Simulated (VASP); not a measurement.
# Li3P2 (R-3m) in VASP: notebook

The runs below take Li3P2 through single point, relaxation of cell and atoms, with PBE.

Everything below comes from runs of VASP 6.6.1. Logs are shortened: lines on timing, memory, paths and dates and some standing lists are left out, and cuts for length are marked.

### 1 The cell of the first run

Symmetry: R-3m, No. 166, trigonal system. Conventional cell: a = 3.295 Å, b = 3.295 Å, c = 22.913 Å, α = 90.00°, β = 90.00°, γ = 120.00°. Within 3.5 Å of Li (site symmetry -3m) lie 6 P at 2.44 Å and 12 Li at 3.30 to 3.42 Å. Li (site symmetry 3m) has 3 P at 2.31 Å and 3 Li at 2.73 Å within 3.1 Å. P (site symmetry 3m) has 6 Li at 2.31 to 2.44 Å within 3.1 Å.

### 2 Single point, PBE

INCAR reads:

```
SYSTEM = Li3P2
PREC = Accurate
ENCUT = 520
EDIFF = 1E-6
ISMEAR = 0
SIGMA = 0.1
LREAL = .FALSE.
LASPH = .TRUE.
NELM = 100
ALGO = Normal
ISIF = 2
LWAVE = .FALSE.
LCHARG = .FALSE.
GGA = PE
NBANDS = 18
```

KPOINTS reads:

```
Automatic mesh
0
G
  6 6 6
  0 0 0
```

POSCAR reads:

```
Li3P2
1.0
    1.6476424879      0.9512668339      7.6376587071
   -1.6476424879      0.9512668339      7.6376587071
    0.0000000000     -1.9025336677      7.6376587071
Li P
3 2
Direct
    0.0000000000      0.0000000000      0.0000000000
    0.2095000000      0.2095000000      0.2095000000
    0.7905000000      0.7905000000      0.7905000000
    0.4000000000      0.4000000000      0.4000000000
    0.6000000000      0.6000000000      0.6000000000
```

Potentials or basis: VASP PAW PBE potentials, release 64 (Li_sv, P).

Started as:

```bash
cat potpaw_PBE.64/Li_sv/POTCAR potpaw_PBE.64/P/POTCAR > POTCAR
mpirun -np 1 vasp_std > vasp.out
```

OUTCAR:

```text
SYSTEM = Li3P2
   PREC = Accurate
   ENCUT = 520
   EDIFF = 1E-6
   ISMEAR = 0
   LREAL = .FALSE.
   LASPH = .TRUE.
   NELM = 100
   ISIF = 2
   GGA = PE

 ion  position               nearest neighbor table
   1  0.000  0.000  0.000-   5 2.44   4 2.44   5 2.44   5 2.44   4 2.44   4 2.44
   2  0.209  0.209  0.209-   5 2.31   5 2.31   5 2.31
   3  0.791  0.791  0.791-   4 2.31   4 2.31   4 2.31
   4  0.400  0.400  0.400-   3 2.31   3 2.31   3 2.31   1 2.44   1 2.44   1 2.44
   5  0.600  0.600  0.600-   2 2.31   2 2.31   2 2.31   1 2.44   1 2.44   1 2.44

  LATTYP: Found a trigonal (rhomboedric) cell.
 ALAT       =     7.8710523365
 COS(alpha) =     0.9123624232

  Lattice vectors:

 A1 = (   1.6476424879,   0.9512668339,   7.6376587071)
 A2 = (  -1.6476424879,   0.9512668339,   7.6376587071)
 A3 = (   0.0000000000,  -1.9025336677,   7.6376587071)

Analysis of symmetry for initial positions (statically):
=====================================================================
 Subroutine PRICEL returns:
 Original cell was already a primitive cell.

 Routine SETGRP: Setting up the symmetry group for a
 trigonal (rhombohedral) supercell.

 Subroutine GETGRP returns: Found 12 space group operations
 (whereof 12 operations were pure point group operations)
 out of a pool of 12 trial point group operations.

The static configuration has the point symmetry D_3d.

Analysis of symmetry for dynamics (positions and initial velocities):
=====================================================================
 Subroutine PRICEL returns:
 Original cell was already a primitive cell.

 Routine SETGRP: Setting up the symmetry group for a
 trigonal (rhombohedral) supercell.

 Subroutine GETGRP returns: Found 12 space group operations
 (whereof 12 operations were pure point group operations)
 out of a pool of 12 trial point group operations.

The dynamic configuration has the point symmetry D_3d.

 Subroutine INISYM returns: Found 12 space group operations
 (whereof 12 operations are pure point group operations),
 and found     1 'primitive' translations

----------------------------------------------------------------------------------------

                                     Primitive cell

  volume of cell :      71.8252

[... 89 lines left out ...]
   LNONCOLLINEAR =      F non collinear calculations
   LSORBIT =      F    spin-orbit coupling
   LASPH  =      T    aspherical Exc in radial PAW
   ENCUT  =  520.0 eV  38.22 Ry    6.18 a.u.  14.63 14.63 14.63*2*pi/ulx,y,z
   NELM   =    100;   NELMIN=  2; NELMDL= -5     # of ELM steps
   EDIFF  = 0.1E-05   stopping-criterion for ELM
   LREAL  =      F    real-space projection
   EDIFFG = 0.1E-04   stopping-criterion for IOM
   NSW    =      0    number of steps for IOM
   IBRION =     -1    ionic relax: 0-MD 1-quasi-New 2-CG
   NFREE  =      0    steps in history (QN), initial steepest desc. (CG)
   ISIF   =      2    stress and relaxation
   ISYM   =      2    0-nonsym 1-usesym 2-fastsym
   POTIM  = 0.5000    time-step for ionic-motion
   TEBEG  =    0.0;   TEEND  =   0.0 temperature during run
   PSTRESS=    0.0 pullay stress
   NELECT =      19.0000    total number of electrons
   NUPDOWN=      -1.0000    fix difference up-down
   EMIN   =  10.00;   EMAX   =-10.00  energy-range for DOS
   EFERMI =   0.00;   METHOD = LEGACY
   ISMEAR =     0;   SIGMA  =   0.10  broadening in eV -4-tet -1-fermi 0-gaus
   EFERMI_NEDOS =   21; number of points for ismear=-14 and -15
   IALGO  =     38    algorithm
   IMIX   =      4    mixing-type and parameters
     AMIX     =   0.40;   BMIX     =  1.00
     AMIX_MAG =   1.60;   BMIX_MAG =  1.00
  volume/ion in A,a.u.               =      14.37        96.94
  Fermi-wavevector in a.u.,A,eV,Ry     =   1.050914  1.985939 15.026543  1.104420
  Thomas-Fermi vector in A             =   2.185936
   LORBIT       =      0    0 simple, 1 ext, 2 COOP (PROOUT), +10 PAW based schemes
   GGA     = PE    functional components
   LHFCALC =     F    Hartree Fock is set to
   AEXX    =    0.0000 exact exchange contribution
   IVDW    =     0    specifies the selected vdW correction
   LEPSILON=     F    determine dielectric tensor
   LRPA    =     F    only Hartree local field effects (RPA)
 non-spin polarized calculation
 Gauss-broadening in eV      SIGMA  =   0.10
  energy-cutoff  :      520.00
  volume of cell :       71.83
 maximum number of plane-waves:      1950
 NGX is ok and might be reduce to    60
   NGX = 29   NGY = 29   NGZ = 29

 number of electron      18.9999998 magnetization

 Free energy of the ion-electron system (eV)
  ---------------------------------------------------
  ext. energy  EPLUGINS =         0.00000000
  ---------------------------------------------------
  free energy    TOTEN  =       -16.34732781 eV

  energy without entropy =      -16.33328137  energy(sigma->0) =      -16.34030459

 E-fermi :   4.0030     XC(G=0):  -9.2992

 val. band max:        3.9976750972   @ k =   0.5000   0.5000   0.0000
 cond. band min:       4.0104773948   @ k =   0.1667   0.0000   0.0000
 fundamental gap:      0.0128022975
 Fermi energy:         4.0030024010

 k-point     1 :       0.0000    0.0000    0.0000
  band No.  band energies     occupation
      1     -41.6605      2.00000
      2     -41.6291      2.00000
      3     -40.8522      2.00000
      4      -7.2253      2.00000
      5      -6.5835      2.00000
      6      -0.0516      2.00000
[... 481 lines left out ...]
      5      -4.7788      2.00000
      6       0.2483      2.00000
[... 10 lines left out ...]
     17      12.0322      0.00000
     18      12.3784      0.00000

 [... further k-points ...]
[... 5 lines left out ...]
  --------------------------------------------------------------------------------------
  -------------------------------------------------------------------------------------
  Total        1.0386582      1.0386582      6.9824540     -0.0000000      0.0000000      0.0000000
  in kB       23.1689515     23.1689515    155.7549403     -0.0000000      0.0000000      0.0000000
  external PRESSURE =      67.3642811 kB  Pullay stress =       0.0000000 kB

 VOLUME and BASIS-vectors are now :
 -----------------------------------------------------------------------------
  energy-cutoff  :      520.00
  volume of cell :       71.83
      direct lattice vectors                 reciprocal lattice vectors
     1.647642488  0.951266834  7.637658707     0.303463891  0.175204959  0.043643392
    -1.647642488  0.951266834  7.637658707    -0.303463891  0.175204959  0.043643392
     0.000000000 -1.902533668  7.637658707     0.000000000 -0.350409918  0.043643392

 POSITION                                       TOTAL-FORCE (eV/Angst)
 -----------------------------------------------------------------------------------
      0.00000      0.00000      0.00000         0.000000     -0.000000      0.000000
      0.00000      0.00000      4.80027         0.000000     -0.000000     -0.732780
      0.00000      0.00000     18.11271         0.000000      0.000000      0.732780
      0.00000      0.00000      9.16519         0.000000      0.000000      0.337214
      0.00000      0.00000     13.74779         0.000000     -0.000000     -0.337214
 -----------------------------------------------------------------------------------
    total drift:                                0.000000      0.000000     -0.000000

  FREE ENERGIE OF THE ION-ELECTRON SYSTEM (eV)
  ---------------------------------------------------
  free  energy   TOTEN  =       -16.3473278072 eV

  energy  without entropy=      -16.3332813727  energy(sigma->0) =      -16.34030459
```

OSZICAR:

```text
N       E                     dE             d eps       ncg     rms          rms(c)
DAV:   1     0.795579925272E+02    0.79558E+02   -0.72237E+03  1152   0.997E+02
DAV:   2    -0.551895174472E+01   -0.85077E+02   -0.81260E+02  1452   0.219E+02
DAV:   3    -0.161645515590E+02   -0.10646E+02   -0.10528E+02  2114   0.492E+01
DAV:   4    -0.165221338780E+02   -0.35758E+00   -0.35678E+00  1612   0.123E+01
DAV:   5    -0.165366084439E+02   -0.14475E-01   -0.14472E-01  1822   0.214E+00    0.396E+00
DAV:   6    -0.163794410779E+02    0.15717E+00   -0.16308E-01  1494   0.156E+00    0.238E+00
DAV:   7    -0.163452655387E+02    0.34176E-01   -0.12703E-01  1654   0.154E+00    0.541E-01
DAV:   8    -0.163469697816E+02   -0.17042E-02   -0.24776E-02  1566   0.733E-01    0.168E-01
DAV:   9    -0.163471852947E+02   -0.21551E-03   -0.11301E-03  1614   0.192E-01    0.110E-01
DAV:  10    -0.163473329169E+02   -0.14762E-03   -0.36695E-04  1340   0.112E-01    0.404E-02
DAV:  11    -0.163473259149E+02    0.70020E-05   -0.48177E-05  1862   0.380E-02    0.188E-02
DAV:  12    -0.163473275152E+02   -0.16003E-05   -0.13925E-05  1430   0.216E-02    0.645E-03
DAV:  13    -0.163473278072E+02   -0.29206E-06   -0.85123E-07  1194   0.524E-03
   1 F= -.16347328E+02 E0= -.16340305E+02  d E =-.140464E-01
```

stdout:

```text
POSCAR found type information on POSCAR LiP
 POSCAR found :  2 types and       5 ions
 scaLAPACK will be used
 LDA part: xc-table for (Slater+PW92), standard interpolation
 POSCAR, INCAR and KPOINTS ok, starting setup
 FFT: planning ... GRIDC
 FFT: planning ... GRID_SOFT
 FFT: planning ... GRID
 WAVECAR not read
 entering main loop
```

Wall time 85 s (1 thread of Intel Xeon 6975P-C (Granite Rapids), shared host); peak memory 0.47 GiB.

Results:

```
Free energy            : -16.3473 eV
Largest force          : 0.733 eV/Å
Band gap on the k mesh : zero (an odd number of electrons rules out a gap without spin polarisation)
```

Forces in eV/Å, atoms in the order of the input:
```
Li   0.000  0.000  0.000
Li   0.000  0.000 -0.733
Li   0.000  0.000  0.733
P    0.000  0.000  0.337
P    0.000  0.000 -0.337
```

Levels at points of the mesh, in eV from the Fermi level:
```tsv
k point	band 5	band 6	band 7	band 8	band 9	band 10	band 11	band 12	band 13	band 14
(0.00, 0.00, 0.00)	-10.59	-4.05	-0.76	0.91	2.20	2.20	2.31	2.31	7.57	7.78
(0.50, 0.00, 0.00)	-8.65	-4.34	-4.14	-1.89	-0.46	0.09	0.65	2.71	3.45	5.98
(0.50, 0.50, 0.00)	-8.74	-4.31	-4.10	-1.30	-1.30	-0.01	0.80	2.35	4.92	5.39
(0.50, 0.50, 0.50)	-10.66	-3.14	-2.68	2.15	2.15	2.37	2.37	2.62	7.52	7.52
```

Caveat: the k points lie up to 0.37 Å⁻¹ apart, too coarse for converged energies and pressures of a metal; the cutoff is under 1.25 times the usual one of these potentials, so pressure, stress and relaxed cells hold a basis-set (Pulay) error.

### 3 Single point, PBE

This run uses another cell than the first one, of 15.71 Å³/atom.

INCAR reads:

```
  ALGO = Normal
  EDIFF = 1E-6
  ENCUT = 520
  GGA = PE
  ISIF = 2
  ISMEAR = 0
  LASPH = T
  LCHARG = F
  LREAL = F
  LWAVE = F
  NBANDS = 18
  NELM = 80
  PREC = Accurate
  SIGMA = 0.1
```

KPOINTS reads:

```
k-points
0
Gamma
  6 6 6
```

POSCAR reads:

```
Li3P2
1.0
    1.4789474560      0.8538707119     10.3646259274
   -1.4789474560      0.8538707119     10.3646259274
    0.0000000000     -1.7077414237     10.3646259274
Li P
3 2
Direct
    0.0000000000      0.0000000000      0.0000000000
    0.2135969227      0.2135969227      0.2135969227
    0.7864030773      0.7864030773      0.7864030773
    0.3962532036      0.3962532036      0.3962532036
    0.6037467964      0.6037467964      0.6037467964
```

Potentials or basis: VASP PAW PBE potentials, release 64 (Li_sv, P).

Started as:

```bash
cat potpaw_PBE.64/Li_sv/POTCAR potpaw_PBE.64/P/POTCAR > POTCAR
mpirun -np 1 vasp_std > vasp.out
```

OUTCAR:

```text
EDIFF = 1E-6
   ENCUT = 520
   GGA = PE
   ISIF = 2
   ISMEAR = 0
   LASPH = T
   LREAL = F
   NELM = 80
   PREC = Accurate

 ion  position               nearest neighbor table
   1  0.000  0.000  0.000-   5 2.60   5 2.60   4 2.60   4 2.60   5 2.60   4 2.60
   2  0.214  0.214  0.214-   5 2.46   5 2.46   5 2.46
   3  0.786  0.786  0.786-   4 2.46   4 2.46   4 2.46
   4  0.396  0.396  0.396-   3 2.46   3 2.46   3 2.46   1 2.60   1 2.60   1 2.60
   5  0.604  0.604  0.604-   2 2.46   2 2.46   2 2.46   1 2.60   1 2.60   1 2.60

  LATTYP: Found a trigonal (rhomboedric) cell.
 ALAT       =    10.5043729649
 COS(alpha) =     0.9603543796

  Lattice vectors:

 A1 = (   1.4789474560,   0.8538707119,  10.3646259274)
 A2 = (  -1.4789474560,   0.8538707119,  10.3646259274)
 A3 = (   0.0000000000,  -1.7077414237,  10.3646259274)

Analysis of symmetry for initial positions (statically):
=====================================================================
 Subroutine PRICEL returns:
 Original cell was already a primitive cell.

 Routine SETGRP: Setting up the symmetry group for a
 trigonal (rhombohedral) supercell.

 Subroutine GETGRP returns: Found 12 space group operations
 (whereof 12 operations were pure point group operations)
 out of a pool of 12 trial point group operations.

The static configuration has the point symmetry D_3d.

Analysis of symmetry for dynamics (positions and initial velocities):
=====================================================================
 Subroutine PRICEL returns:
 Original cell was already a primitive cell.

 Routine SETGRP: Setting up the symmetry group for a
 trigonal (rhombohedral) supercell.

 Subroutine GETGRP returns: Found 12 space group operations
 (whereof 12 operations were pure point group operations)
 out of a pool of 12 trial point group operations.

[... 119 lines left out ...]
   EMIN   =  10.00;   EMAX   =-10.00  energy-range for DOS
   EFERMI =   0.00;   METHOD = LEGACY
   ISMEAR =     0;   SIGMA  =   0.10  broadening in eV -4-tet -1-fermi 0-gaus
   EFERMI_NEDOS =   21; number of points for ismear=-14 and -15
   IALGO  =     38    algorithm
   IMIX   =      4    mixing-type and parameters
     AMIX     =   0.40;   BMIX     =  1.00
     AMIX_MAG =   1.60;   BMIX_MAG =  1.00
  volume/ion in A,a.u.               =      15.71       105.99
  Fermi-wavevector in a.u.,A,eV,Ry     =   1.020100  1.927710 14.158279  1.040604
  Thomas-Fermi vector in A             =   2.153651
   LORBIT       =      0    0 simple, 1 ext, 2 COOP (PROOUT), +10 PAW based schemes
   GGA     = PE    functional components
   LHFCALC =     F    Hartree Fock is set to
   AEXX    =    0.0000 exact exchange contribution
   IVDW    =     0    specifies the selected vdW correction
   LEPSILON=     F    determine dielectric tensor
   LRPA    =     F    only Hartree local field effects (RPA)
 non-spin polarized calculation
 Gauss-broadening in eV      SIGMA  =   0.10
  energy-cutoff  :      520.00
  volume of cell :       78.53
 maximum number of plane-waves:      2163
 NGX is ok and might be reduce to    80
   NGX = 39   NGY = 39   NGZ = 39

 number of electron      19.0000002 magnetization

 Free energy of the ion-electron system (eV)
  ---------------------------------------------------
  ext. energy  EPLUGINS =         0.00000000
  ---------------------------------------------------
  free energy    TOTEN  =       -17.49846299 eV

  energy without entropy =      -17.47563260  energy(sigma->0) =      -17.48704779

 E-fermi :   3.5448     XC(G=0):  -8.9273

 val. band max:        3.5228772435   @ k =   0.5000   0.1667   0.0000
 cond. band min:       3.5848070977   @ k =   0.3333   0.1667   0.0000
 fundamental gap:      0.0619298542
 Fermi energy:         3.5448450657

 k-point     1 :       0.0000    0.0000    0.0000
  band No.  band energies     occupation
      1     -42.2308      2.00000
      2     -42.2279      2.00000
      3     -41.6546      2.00000
      4      -8.2820      2.00000
      5      -8.1603      2.00000
      6      -0.7737      2.00000
[... 481 lines left out ...]
      5      -4.8024      2.00000
      6      -0.0620      2.00000
[... 10 lines left out ...]
     17      11.6257      0.00000
     18      12.1024      0.00000

 [... further k-points ...]
[... 5 lines left out ...]
  --------------------------------------------------------------------------------------
  -------------------------------------------------------------------------------------
  Total       -0.0352012     -0.0352012      0.0058755      0.0000000      0.0000000     -0.0000000
  in kB       -0.7181561     -0.7181561      0.1198690      0.0000000      0.0000000     -0.0000000
  external PRESSURE =      -0.4388144 kB  Pullay stress =       0.0000000 kB

 VOLUME and BASIS-vectors are now :
 -----------------------------------------------------------------------------
  energy-cutoff  :      520.00
  volume of cell :       78.53
      direct lattice vectors                 reciprocal lattice vectors
     1.478947456  0.853870712 10.364625927     0.338078272  0.195189581  0.032160672
    -1.478947456  0.853870712 10.364625927    -0.338078272  0.195189581  0.032160672
     0.000000000 -1.707741424 10.364625927     0.000000000 -0.390379162  0.032160672

 POSITION                                       TOTAL-FORCE (eV/Angst)
 -----------------------------------------------------------------------------------
      0.00000      0.00000      0.00000         0.000000      0.000000      0.000000
      0.00000      0.00000      6.64156         0.000000      0.000000      0.003748
      0.00000      0.00000     24.45232         0.000000     -0.000000     -0.003748
      0.00000      0.00000     12.32105         0.000000      0.000000      0.005742
      0.00000      0.00000     18.77283         0.000000     -0.000000     -0.005742
 -----------------------------------------------------------------------------------
    total drift:                                0.000000      0.000000     -0.000000

  FREE ENERGIE OF THE ION-ELECTRON SYSTEM (eV)
  ---------------------------------------------------
  free  energy   TOTEN  =       -17.4984629870 eV

  energy  without entropy=      -17.4756325968  energy(sigma->0) =      -17.48704779
```

Run time: 4.7 min. Hardware: 1 thread of Intel Xeon 6975P-C (Granite Rapids), shared host; peak memory 0.86 GiB.

What came out:

* Free energy: -17.4985 eV
* Largest force: 0.006 eV/Å
* Band gap on the k mesh: zero (an odd number of electrons rules out a gap without spin polarisation)

Forces in eV/Å, atoms in the order of the input:
```
Li   0.000  0.000  0.000
Li   0.000  0.000  0.004
Li   0.000  0.000 -0.004
P    0.000  0.000  0.006
P    0.000  0.000 -0.006
```

Levels at points of the mesh, in eV from the Fermi level:
| k point | band 6 | band 7 | band 8 | band 9 | band 10 | band 11 | band 12 | band 13 |
| --- | --- | --- | --- | --- | --- | --- | --- | --- |
| (0.00, 0.00, 0.00) | -4.32 | -3.18 | -1.71 | 4.03 | 4.83 | 4.93 | 4.93 | 4.95 |
| (0.50, 0.00, 0.00) | -4.69 | -4.60 | -1.57 | -0.73 | 2.12 | 2.22 | 2.42 | 2.82 |
| (0.50, 0.50, 0.00) | -4.69 | -4.60 | -1.47 | -0.92 | 2.22 | 2.27 | 2.42 | 3.18 |
| (0.50, 0.50, 0.50) | -4.14 | -3.58 | -1.29 | 2.79 | 4.93 | 4.93 | 4.95 | 4.95 |

Caveat: the k points lie up to 0.41 Å⁻¹ apart, too coarse for converged energies and pressures of a metal; the cutoff is under 1.25 times the usual one of these potentials, so pressure, stress and relaxed cells hold a basis-set (Pulay) error.

(Continued in part 2 of 2.)

The gap in the log of VASP goes by the Fermi energy; the results here count the filled bands.